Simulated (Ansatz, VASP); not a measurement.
## N in VASP and in Ansatz

```
N
1.0
     4.09478    0.00000    0.00000
     0.00000    4.09478    0.00000
     0.00000    0.00000    5.32248
N
4
Cartesian
  3.7053 3.7053 0.0000
  2.4369 1.6579 2.6612
  0.3895 0.3895 0.0000
  1.6579 2.4369 2.6612
```

Alike in both runs: task relaxation of cell and atoms; functional PBE; k mesh 6 × 6 × 4; occupations gaussian, width 0.02 eV; no spin polarisation.

|  | VASP | Ansatz |
| --- | --- | --- |
| version | VASP 6.6.1 | Ansatz 0.2.0 |
| potentials or method | VASP PAW PBE potentials, release 64 (N_h), cutoff 910 eV | scalar-relativistic, plane waves, PAW |
| valence electrons in the cell | 20 | 20 |

VASP gave:

| Property | Result |
| --- | --- |
| gap on the k mesh at the Fermi level, each at its own relaxed structure (eV) | 7.10 |
| relaxed volume (Å³/atom) | 23.71 |
| relaxed length of the cell vector where the two differ most in proportion (Å) | 4.173 |

Problem. What did Ansatz give for the same quantities?

Solution. gap on the k mesh at the Fermi level, each at its own relaxed structure (eV): 7.41; relaxed volume (Å³/atom): 28.85; relaxed length of the cell vector where the two differ most in proportion (Å): 4.462.

One of these differences is far larger than is usual between the two programs; its cause wasn't traced.

Noted on VASP's run: the cutoff is under 1.25 times that of the potentials, so the pressure is a little rough.
